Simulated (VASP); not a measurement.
Wanted: the native input for a VASP 6.6.1 run.

- Task: single point
- Functional: r2SCAN
- Potentials or basis: VASP PAW PBE potentials, release 64 (Ca_sv, O)
- Cutoff: 520 eV
- k mesh: 8 × 8 × 8
- Occupations: gaussian, width 0.05 eV
- Spin: no spin polarisation
- Dipole correction: no
- Further INCAR settings: ALGO = Normal; EDIFF = 1e-06; NBANDS = 15

Crystal: CaO.

```xyz
2
Lattice="0.0000 2.5470 2.4490 2.5470 0.0000 2.4490 2.5470 2.5470 0.0000" Properties=species:S:1:pos:R:3 pbc="T T T"
Ca    0.0000    0.0000    0.0000
O     2.5470    2.5470    2.4490
```

This cell differs from its parent crystal: strain +0.040 along x and y, +0.000 along z.

One way to write it, as run:

POSCAR

```
CaO
1.0
    0.0000000000      2.5469600000      2.4490000000
    2.5469600000      0.0000000000      2.4490000000
    2.5469600000      2.5469600000      0.0000000000
Ca O
1 1
Direct
    0.0000000000      0.0000000000      0.0000000000
    0.5000000000      0.5000000000      0.5000000000
```

INCAR.step1

```
SYSTEM = CaO
ALGO     = Normal         ! electronic algorithm
EDIFF    = 1E-4           ! SCF threshold, eV
ENCUT    = 520            ! plane-wave cutoff, eV
GGA      = PE             ! functional
ISMEAR   = 0              ! smearing method
LASPH    = .TRUE.         ! aspherical terms in the spheres
LCHARG   = .FALSE.        ! write CHGCAR
LREAL    = .FALSE.        ! projectors in reciprocal space
LWAVE    = .TRUE.         ! write WAVECAR
NBANDS   = 15             ! bands
NELM     = 80             ! most SCF steps
PREC     = Accurate       ! precision mode
SIGMA    = 0.05           ! smearing width, eV
```

INCAR.step2

```
SYSTEM = CaO
ALGO     = Normal         ! electronic algorithm
EDIFF    = 1E-6           ! SCF threshold, eV
ENCUT    = 520            ! plane-wave cutoff, eV
ISIF     = 2              ! what is computed and relaxed
ISMEAR   = 0              ! smearing method
ISTART   = 1            
LASPH    = .TRUE.         ! aspherical terms in the spheres
LCHARG   = .TRUE.         ! write CHGCAR
LELF     = .TRUE.         ! ELF
LMIXTAU  = .TRUE.       
LREAL    = .FALSE.        ! projectors in reciprocal space
LVHAR    = .TRUE.       
LWAVE    = .FALSE.        ! write WAVECAR
METAGGA  = R2SCAN         ! meta-GGA
NBANDS   = 15             ! bands
NELM     = 80             ! most SCF steps
PREC     = Accurate       ! precision mode
SIGMA    = 0.05           ! smearing width, eV
```

KPOINTS

```
k-points
0
G
  8 8 8
  0 0 0
```

Potentials or basis: VASP PAW PBE potentials, release 64 (Ca_sv, O).

Launch:

```bash
$ cat potpaw_PBE.64/Ca_sv/POTCAR potpaw_PBE.64/O/POTCAR > POTCAR
$ cp INCAR.step1 INCAR
$ mpirun -np 1 vasp_std > vasp.out
$ cp INCAR.step2 INCAR
$ mpirun -np 1 vasp_std > vasp.out
```

It gave:

The pressure is -11.4 GPa. The band gap on the k mesh is 4.06 eV, indirect (least direct gap 4.31 eV).

Caveat: the cell differs from its parent crystal (strain +0.040 along x and y, +0.000 along z); the PAW data sets were made with another functional, which shifts forces and pressure a little.

Run time: 53 s on 1 thread of Intel(R) Xeon(R) 6975P-C (Granite Rapids) (shared host), peak memory 0.18 GiB.
